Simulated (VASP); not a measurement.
# Ti (R-3m) in VASP: a series of runs

Runs on Ti. Level: PBE. Tasks: single point, relaxation of cell and atoms.

Program: VASP 6.6.1. These are calculated values, not measurements. Logs are shortened: lines on timing, memory, paths and dates and some standing lists are left out, and cuts for length are marked.

## 1. The cell of the first run

The structure is trigonal, space group R-3m (No. 166). Conventional cell: a = 2.917 Å, b = 2.917 Å, c = 14.489 Å, α = 90.00°, β = 90.00°, γ = 120.00°. Ti (site symmetry 3m) has 10 Ti at 2.66 to 2.92 Å within 3.5 Å.

## 2. Single point, PBE

INCAR reads:

```
PREC = Accurate ; ENCUT = 520
EDIFF = 1E-6 ; ISMEAR = 0
SIGMA = 0.1 ; LREAL = False
LASPH = True ; NELM = 100
ALGO = Normal ; ISIF = 2
LWAVE = False ; LCHARG = False
GGA = PE ; NBANDS = 19
```

KPOINTS reads:

```
Automatic mesh
0
Gamma
  6 6 6
```

POSCAR reads:

```
Ti
1.0
    1.4583480674      0.8419776493      4.8296018207
   -1.4583480674      0.8419776493      4.8296018207
    0.0000000000     -1.6839552986      4.8296018207
Ti
2
Direct
    0.0917179508      0.0917179508      0.0917179508
    0.9082820492      0.9082820492      0.9082820492
```

Potentials or basis: VASP PAW PBE potentials, release 64 (Ti_sv).

Run with:

```
$ cat potpaw_PBE.64/Ti_sv/POTCAR > POTCAR
$ mpirun -np 1 vasp_std > vasp.out
```

OUTCAR:

```text
PREC = Accurate
   ENCUT = 520
   EDIFF = 1E-6
   ISMEAR = 0
   LREAL = False
   LASPH = True
   NELM = 100
   ISIF = 2
   GGA = PE

 ion  position               nearest neighbor table
   1  0.092  0.092  0.092-   2 2.66   2 2.75   2 2.75   2 2.75
   2  0.908  0.908  0.908-   1 2.66   1 2.75   1 2.75   1 2.75

  LATTYP: Found a trigonal (rhomboedric) cell.
 ALAT       =     5.1147589576
 COS(alpha) =     0.8374069292

  Lattice vectors:

 A1 = (   1.4583480674,   0.8419776493,   4.8296018207)
 A2 = (  -1.4583480674,   0.8419776493,   4.8296018207)
 A3 = (   0.0000000000,  -1.6839552986,   4.8296018207)

Analysis of symmetry for initial positions (statically):
=====================================================================
 Subroutine PRICEL returns:
 Original cell was already a primitive cell.

 Routine SETGRP: Setting up the symmetry group for a
 trigonal (rhombohedral) supercell.

 Subroutine GETGRP returns: Found 12 space group operations
 (whereof 12 operations were pure point group operations)
 out of a pool of 12 trial point group operations.

The static configuration has the point symmetry D_3d.

Analysis of symmetry for dynamics (positions and initial velocities):
=====================================================================
 Subroutine PRICEL returns:
 Original cell was already a primitive cell.

 Routine SETGRP: Setting up the symmetry group for a
 trigonal (rhombohedral) supercell.

 Subroutine GETGRP returns: Found 12 space group operations
 (whereof 12 operations were pure point group operations)
 out of a pool of 12 trial point group operations.

The dynamic configuration has the point symmetry D_3d.

 Subroutine INISYM returns: Found 12 space group operations
 (whereof 12 operations are pure point group operations),
 and found     1 'primitive' translations

----------------------------------------------------------------------------------------

                                     Primitive cell

  volume of cell :      35.5815

  direct lattice vectors                    reciprocal lattice vectors
     1.458348067  0.841977649  4.829601821     0.342853679  0.197946664  0.069018802
    -1.458348067  0.841977649  4.829601821    -0.342853679  0.197946664  0.069018802
     0.000000000 -1.683955299  4.829601821     0.000000000 -0.395893328  0.069018802

  length of vectors
     5.114758958  5.114758958  5.114758958     0.401864557  0.401864557  0.401864557

  position of ions in fractional coordinates (direct lattice)
     0.091717951  0.091717951  0.091717951
     0.908282049  0.908282049  0.908282049

  ion indices of the primitive-cell ions
   primitive index   ion index
                 1           1
                 2           2

----------------------------------------------------------------------------------------

 KPOINTS: Automatic mesh

Automatic generation of k-mesh.
 Grid dimensions read from file:
 generate k-points for:    6    6    6

 Generating k-lattice:

  Cartesian coordinates                     Fractional coordinates (reciprocal lattice)
     0.057142280  0.032991111  0.011503134     0.166666667  0.000000000  0.000000000
    -0.057142280  0.032991111  0.011503134     0.000000000  0.166666667  0.000000000
     0.000000000 -0.065982221  0.011503134     0.000000000  0.000000000  0.166666667

  Length of vectors
     0.066977426  0.066977426  0.066977426

  Shift w.r.t. Gamma in fractional coordinates (k-lattice)
     0.000000000  0.000000000  0.000000000

 Subroutine IBZKPT returns following result:
 ===========================================

 Found     32 irreducible k-points:

 Following reciprocal coordinates:
            Coordinates               Weight
  0.000000  0.000000  0.000000      1.000000
  0.166667 -0.000000 -0.000000      6.000000
  0.333333 -0.000000 -0.000000      6.000000
  0.500000  0.000000  0.000000      3.000000
  0.166667  0.166667 -0.000000      6.000000
  0.333333  0.166667 -0.000000     12.000000
[... 16 lines left out ...]
  0.500000  0.500000  0.166667      6.000000
 -0.333333  0.500000  0.166667     12.000000
 [... further k-points ...]
   k-points           NKPTS =     32   k-points in BZ     NKDIM =     32   number of bands    NBANDS=     19
   number of dos      NEDOS =    301   number of ions     NIONS =      2
   total plane-waves  NPLWV =  64000
   dimension x,y,z NGX =    40 NGY =   40 NGZ =   40
   dimension x,y,z NGXF=    80 NGYF=   80 NGZF=   80
   ions per type =               2
   NGX,Y,Z   is equivalent  to a cutoff of  13.00, 13.00, 13.00 a.u.
   NGXF,Y,Z  is equivalent  to a cutoff of  26.00, 26.00, 26.00 a.u.
 SYSTEM =  unknown system
   PREC   = accura    normal or accurate (medium, high low for compatibility)
   ISTART =      0    job   : 0-new  1-cont  2-samecut
   ICHARG =      2    charge: 1-file 2-atom 10-const
   ISPIN  =      1    spin polarized calculation?
   LNONCOLLINEAR =      F non collinear calculations
   LSORBIT =      F    spin-orbit coupling
   LASPH  =      T    aspherical Exc in radial PAW
   ENCUT  =  520.0 eV  38.22 Ry    6.18 a.u.   9.51  9.51  9.51*2*pi/ulx,y,z
   NELM   =    100;   NELMIN=  2; NELMDL= -5     # of ELM steps
   EDIFF  = 0.1E-05   stopping-criterion for ELM
   LREAL  =      F    real-space projection
   EDIFFG = 0.1E-04   stopping-criterion for IOM
   NSW    =      0    number of steps for IOM
   IBRION =     -1    ionic relax: 0-MD 1-quasi-New 2-CG
   NFREE  =      0    steps in history (QN), initial steepest desc. (CG)
   ISIF   =      2    stress and relaxation
   ISYM   =      2    0-nonsym 1-usesym 2-fastsym
   POTIM  = 0.5000    time-step for ionic-motion
   TEBEG  =    0.0;   TEEND  =   0.0 temperature during run
   PSTRESS=    0.0 pullay stress
   NELECT =      24.0000    total number of electrons
   NUPDOWN=      -1.0000    fix difference up-down
   EMIN   =  10.00;   EMAX   =-10.00  energy-range for DOS
   EFERMI =   0.00;   METHOD = LEGACY
   ISMEAR =     0;   SIGMA  =   0.10  broadening in eV -4-tet -1-fermi 0-gaus
   EFERMI_NEDOS =   21; number of points for ismear=-14 and -15
   IALGO  =     38    algorithm
   IMIX   =      4    mixing-type and parameters
     AMIX     =   0.40;   BMIX     =  1.00
     AMIX_MAG =   1.60;   BMIX_MAG =  1.00
  volume/ion in A,a.u.               =      17.79       120.06
  Fermi-wavevector in a.u.,A,eV,Ry     =   1.435722  2.713122 28.045672  2.061299
  Thomas-Fermi vector in A             =   2.554990
   LORBIT       =      0    0 simple, 1 ext, 2 COOP (PROOUT), +10 PAW based schemes
   GGA     = PE    functional components
   LHFCALC =     F    Hartree Fock is set to
   AEXX    =    0.0000 exact exchange contribution
   IVDW    =     0    specifies the selected vdW correction
   LEPSILON=     F    determine dielectric tensor
   LRPA    =     F    only Hartree local field effects (RPA)
 non-spin polarized calculation
 Gauss-broadening in eV      SIGMA  =   0.10
  energy-cutoff  :      520.00
  volume of cell :       35.58
 maximum number of plane-waves:       987
 NGX is ok and might be reduce to    40
   NGX = 19   NGY = 19   NGZ = 19

 number of electron      24.0000005 magnetization

 Free energy of the ion-electron system (eV)
  ---------------------------------------------------
  ext. energy  EPLUGINS =         0.00000000
  ---------------------------------------------------
  free energy    TOTEN  =       -15.45708548 eV

  energy without entropy =      -15.44745541  energy(sigma->0) =      -15.45227045

 E-fermi :   8.0290     XC(G=0): -11.3505

 val. band max:        7.9172376999   @ k =   0.5000   0.3333  -0.0000
 cond. band min:       8.0357902749   @ k =   0.1667  -0.0000  -0.0000
 fundamental gap:      0.1185525751
 Fermi energy:         8.0290461003

 k-point     1 :       0.0000    0.0000    0.0000
  band No.  band energies     occupation
      1     -48.9052      2.00000
      2     -48.7341      2.00000
      3     -25.5716      2.00000
      4     -24.7970      2.00000
      5     -24.7970      2.00000
      6     -24.7486      2.00000
[... 11 lines left out ...]
     18      10.5646      0.00000
     19      10.6209      0.00000

 k-point     2 :       0.1667   -0.0000   -0.0000
  band No.  band energies     occupation
      1     -48.8781      2.00000
      2     -48.7230      2.00000
      3     -25.5248      2.00000
      4     -24.9529      2.00000
      5     -24.8550      2.00000
      6     -24.8346      2.00000
[... 11 lines left out ...]
     18      10.3938      0.00000
     19      10.7502      0.00000

 k-point     3 :       0.3333   -0.0000   -0.0000
  band No.  band energies     occupation
      1     -48.8204      2.00000
      2     -48.7036      2.00000
      3     -25.4432      2.00000
      4     -25.2332      2.00000
      5     -25.0338      2.00000
      6     -24.9037      2.00000
[... 11 lines left out ...]
     18      10.9079      0.00000
     19      11.0251      0.00000

 k-point     4 :       0.5000    0.0000    0.0000
  band No.  band energies     occupation
      1     -48.7886      2.00000
      2     -48.6967      2.00000
      3     -25.4197      2.00000
      4     -25.3768      2.00000
      5     -25.0840      2.00000
      6     -24.9367      2.00000
[... 11 lines left out ...]
     18      11.6246      0.00000
     19      12.2294      0.00000

 k-point     5 :       0.1667    0.1667   -0.0000
  band No.  band energies     occupation
      1     -48.8746      2.00000
      2     -48.7265      2.00000
      3     -25.5058      2.00000
      4     -24.9393      2.00000
      5     -24.8714      2.00000
      6     -24.8506      2.00000
[... 11 lines left out ...]
     18      10.1799      0.00000
     19      11.1714      0.00000

 k-point     6 :       0.3333    0.1667   -0.0000
  band No.  band energies     occupation
      1     -48.8290      2.00000
      2     -48.7145      2.00000
      3     -25.4273      2.00000
      4     -25.1197      2.00000
      5     -25.0268      2.00000
      6     -24.8866      2.00000
[... 11 lines left out ...]
     18      10.7839      0.00000
     19      11.1491      0.00000

 k-point     7 :       0.5000    0.1667    0.0000
  band No.  band energies     occupation
      1     -48.7829      2.00000
      2     -48.7026      2.00000
      3     -25.3821      2.00000
      4     -25.3074      2.00000
      5     -25.0629      2.00000
      6     -24.9968      2.00000
[... 11 lines left out ...]
     18      11.6368      0.00000
     19      12.2429      0.00000

 k-point     8 :      -0.3333    0.1667   -0.0000
  band No.  band energies     occupation
      1     -48.7889      2.00000
      2     -48.6965      2.00000
      3     -25.4162      2.00000
      4     -25.2727      2.00000
      5     -25.1012      2.00000
      6     -24.9844      2.00000
[... 256 lines left out ...]
 k-point    20 :       0.5000    0.3333    0.1667
  band No.  band energies     occupation
      1     -48.8061      2.00000
      2     -48.7379      2.00000
      3     -25.3176      2.00000
      4     -25.1519      2.00000
      5     -25.0028      2.00000
      6     -24.9100      2.00000
[... 11 lines left out ...]
     18      10.9400      0.00000
     19      11.4540      0.00000

 k-point    21 :      -0.3333    0.3333    0.1667
  band No.  band energies     occupation
      1     -48.7670      2.00000
      2     -48.7188      2.00000
      3     -25.3604      2.00000
      4     -25.2699      2.00000
      5     -25.0501      2.00000
      6     -25.0384      2.00000
[... 11 lines left out ...]
     18      11.6843      0.00000
     19      12.3551      0.00000

 k-point    22 :      -0.1667    0.3333    0.1667
  band No.  band energies     occupation
      1     -48.7831      2.00000
      2     -48.7024      2.00000
      3     -25.4060      2.00000
      4     -25.2270      2.00000
      5     -25.1426      2.00000
      6     -24.9929      2.00000
[... 11 lines left out ...]
     18      11.7165      0.00000
     19      12.2208      0.00000

 k-point    23 :       0.5000    0.5000    0.1667
  band No.  band energies     occupation
      1     -48.7791      2.00000
      2     -48.7457      2.00000
      3     -25.3045      2.00000
      4     -25.2092      2.00000
      5     -25.0240      2.00000
      6     -24.9418      2.00000
[... 11 lines left out ...]
     18      10.9106      0.00000
     19      11.6170      0.00000

 k-point    24 :      -0.3333    0.5000    0.1667
  band No.  band energies     occupation
      1     -48.7514      2.00000
      2     -48.7345      2.00000
      3     -25.3437      2.00000
      4     -25.2459      2.00000
      5     -25.0925      2.00000
      6     -25.0026      2.00000
[... 11 lines left out ...]
     18      11.6155      0.00000
     19      12.7569      0.00000

 [... further k-points ...]
[... 5 lines left out ...]
  --------------------------------------------------------------------------------------
  -------------------------------------------------------------------------------------
  Total       -0.0408210     -0.0408210     -0.0287502      0.0000000     -0.0000000      0.0000000
  in kB       -1.8381020     -1.8381020     -1.2945757      0.0000000     -0.0000000      0.0000000
  external PRESSURE =      -1.6569266 kB  Pullay stress =       0.0000000 kB

 VOLUME and BASIS-vectors are now :
 -----------------------------------------------------------------------------
  energy-cutoff  :      520.00
  volume of cell :       35.58
      direct lattice vectors                 reciprocal lattice vectors
     1.458348067  0.841977649  4.829601821     0.342853679  0.197946664  0.069018802
    -1.458348067  0.841977649  4.829601821    -0.342853679  0.197946664  0.069018802
     0.000000000 -1.683955299  4.829601821     0.000000000 -0.395893328  0.069018802

 POSITION                                       TOTAL-FORCE (eV/Angst)
 -----------------------------------------------------------------------------------
      0.00000      0.00000      1.32888         0.000000      0.000000      0.009105
      0.00000      0.00000     13.15992         0.000000     -0.000000     -0.009105
 -----------------------------------------------------------------------------------
    total drift:                               -0.000000     -0.000000      0.000000

  FREE ENERGIE OF THE ION-ELECTRON SYSTEM (eV)
  ---------------------------------------------------
  free  energy   TOTEN  =       -15.4570854811 eV

  energy  without entropy=      -15.4474554100  energy(sigma->0) =      -15.45227045
```

It took 34 s on 1 thread of AMD EPYC 9R45 (Zen 5), shared host; peak memory 0.19 GiB.

What came out:

```
Free energy            : -15.4571 eV
Pressure               : -0.2 GPa
Largest force          : 0.009 eV/Å
Band gap on the k mesh : zero (bands 12 and 13 overlap by 1.50 eV)
```

Forces on the atoms (eV/Å):
```
Ti   0.000  0.000  0.009
Ti   0.000  0.000 -0.009
```

Caveat: the k points lie up to 0.42 Å⁻¹ apart, too coarse for converged energies and pressures of a metal.

## 3. Relaxation of cell and atoms, PBE

This run uses another cell than the first one, of 19.78 Å³/atom.

INCAR reads:

```
SYSTEM = Ti
ALGO = Normal
EDIFF = 1E-6
EDIFFG = -0.04
ENCUT = 600
GGA = PE
IBRION = 2
ISIF = 3
ISMEAR = 0
LASPH = .True.
LCHARG = .False.
LREAL = .False.
LWAVE = .False.
NELM = 80
NSW = 90
PREC = Accurate
SIGMA = 0.1
```

KPOINTS reads:

```
k-points
0
Gamma
  6 6 6
  0 0 0
```

POSCAR reads:

```
Ti
1.0
    1.6831031910      0.9717400803      4.0302979218
   -1.6831031910      0.9717400803      4.0302979218
    0.0000000000     -1.9434801607      4.0302979218
Ti
2
Direct
    0.0577000000      0.0577000000      0.0577000000
    0.9423000000      0.9423000000      0.9423000000
```

Potentials or basis: VASP PAW PBE potentials, release 64 (Ti_sv).

Run with:

```
$ cat potpaw_PBE.64/Ti_sv/POTCAR > POTCAR
$ mpirun -np 1 vasp_std > vasp.out
```

Run time: 7.2 min. Hardware: 1 thread of AMD EPYC 9R45 (Zen 5), shared host; peak memory 0.19 GiB.

The run converged. Its results:

```
Free energy                           : -15.5565 eV
Relaxed volume                        : 17.38 Å³/atom
Relaxed cell                          : a = 5.047 Å, b = 5.047 Å, c = 5.047 Å, α = 33.43°, β = 33.43°, γ = 33.43°
Space group after relaxing (to 0.1 Å) : Fm-3m (No. 225)
Pressure after relaxing               : 0.0 GPa
Largest force after relaxing          : 0.034 eV/Å
Band gap on the k mesh                : zero (bands 12 and 13 overlap by 0.95 eV)
```

Forces in eV/Å, atoms in the order of the input:
```
Ti   0.000  0.000  0.034
Ti   0.000  0.000 -0.034
```

Stress tensor (GPa, compression positive):
```
 0.21  0.00  0.00
 0.00  0.21  0.00
 0.00  0.00 -0.31
```

Final structure:
```
Ti
1.0
     1.45166    0.83812    4.76094
    -1.45166    0.83812    4.76094
     0.00000   -1.67623    4.76094
Ti
2
Direct
  0.24928 0.24928 0.24928
  0.75072 0.75072 0.75072
```

Levels at points of the mesh, in eV from the Fermi level:
```csv
k point,band 8,band 9,band 10,band 11,band 12,band 13,band 14,band 15,band 16
"(0.00, 0.00, 0.00)",-32.56,-6.08,-2.58,0.60,0.78,0.78,0.86,0.90,0.90
"(0.50, 0.00, 0.00)",-32.71,-1.84,-1.82,-1.01,-0.98,0.38,0.44,1.94,2.03
"(0.50, 0.50, 0.00)",-32.65,-2.57,-2.56,-1.69,0.66,0.75,0.79,2.85,3.56
"(0.50, 0.50, 0.50)",-32.60,-4.31,-4.29,0.00,0.13,1.14,1.14,1.15,1.15
```

Caveat: the k points lie up to 0.42 Å⁻¹ apart in the final cell, too coarse for converged energies and pressures of a metal.

The gap in the log of VASP goes by the Fermi energy; the results here count the filled bands.